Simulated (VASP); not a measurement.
The system is Tl.

```
Tl
1.0
     3.45600    0.00000    0.00000
    -1.72800    2.99298    0.00000
     0.00000    0.00000    5.52500
Tl
2
Cartesian
  1.7280 0.9977 4.1438
  0.0000 1.9953 1.3813
```

Base run:

- Program: VASP 6.6.1
- Functional: revPBE
- Potentials or basis: VASP PAW PBE potentials, release 64 (Tl_d)
- Cutoff: 520 eV
- k mesh: 9 × 9 × 5
- Occupations: fermi-dirac, width 0.05 eV
- Spin: no spin polarisation

Its results: band gap on the k mesh zero (band 13 reaches 8.80 eV, above the bottom of band 14 at 5.13 eV); pressure 4.7 GPa.

Task: The run is repeated on the same cell with these changes: functional from revPBE to RPBE. What comes out?

Result: Band gap on the k mesh zero (band 13 reaches 8.85 eV, above the bottom of band 14 at 5.17 eV); pressure 5.3 GPa.

Caveats: the PAW data sets were made with another functional, which shifts forces and pressure a little; spin-orbit coupling is left out, which moves the levels of the heavy elements.
